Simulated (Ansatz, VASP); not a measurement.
Two plane-wave programs on SnO2

File INCAR:

```
PREC = Accurate ; ENCUT = 600
EDIFF = 1E-7 ; ISMEAR = 0
SIGMA = 0.1 ; LREAL = F
LASPH = T ; NELM = 100
ALGO = Normal ; ISIF = 3
LWAVE = F ; LCHARG = F
GGA = PE ; IBRION = 2
NSW = 90 ; EDIFFG = -0.04
```

File KPOINTS:

```
Automatic mesh
0
Gamma
  4 4 4
```

POSCAR

```
SnO2
1.0
    0.0000000000      3.3203562390      3.3203562390
    3.3203562390      0.0000000000      3.3203562390
    3.3203562390      3.3203562390      0.0000000000
Sn O
2 4
Direct
    0.0000000000      0.0000000000      0.0000000000
    0.2500000000      0.2500000000      0.2500000000
    0.6250000000      0.6250000000      0.6250000000
    0.1250000000      0.6250000000      0.6250000000
    0.6250000000      0.6250000000      0.1250000000
    0.6250000000      0.1250000000      0.6250000000
```

Input for Ansatz:

```yaml
crystal:
  lattice:
    - [0.0, 3.320356239, 3.320356239]
    - [3.320356239, 0.0, 3.320356239]
    - [3.320356239, 3.320356239, 0.0]
  atoms:
    - { symbol: Sn, position: [0.0, 0.0, 0.0] }
    - { symbol: Sn, position: [0.25, 0.25, 0.25] }
    - { symbol: O, position: [0.625, 0.625, 0.625] }
    - { symbol: O, position: [0.125, 0.625, 0.625] }
    - { symbol: O, position: [0.625, 0.625, 0.125] }
    - { symbol: O, position: [0.625, 0.125, 0.625] }
basis:
  ecutwfc: 420
kpoints:
  mp_grid: { grid: [4, 4, 4] }
hamiltonian:
  xc: pbe
scf:
  occupations: { method: gaussian, width: 0.1 }
  lower_state_search: "off"
output:
  forces: true
  stress: true
  eigenvalues: true
relax:
  adjacent_minimum: "off"
  f_tol: 0.04
  max_steps: 70
  cell: { stress_tol: 0.4 }
```

Alike in both runs: task relaxation of cell and atoms; functional PBE; k mesh 4 × 4 × 4; occupations gaussian, width 0.1 eV; no spin polarisation.

|  | VASP | Ansatz |
| --- | --- | --- |
| version | VASP 6.6.1 | Ansatz 0.2.0 |
| potentials or method | VASP PAW PBE potentials, release 64 (Sn_d, O), cutoff 600 eV | scalar-relativistic, plane waves, PAW |
| valence electrons in the cell | 52 | 52 |

|  | VASP | Ansatz | Ansatz less VASP |
| --- | --- | --- | --- |
| gap on the k mesh at the Fermi level, each at its own relaxed structure (eV) | none | none | - |
| relaxed volume (Å³/atom) | 12.90 | 12.90 | -0.003 |
| relaxed cell length with the largest relative difference (Å) | 4.784 | 4.783 | -0.0004 |

A gap of «none» marks a metal or a gap that the smearing closes.

The k mesh is coarse, so the values compare programs but aren't converged.
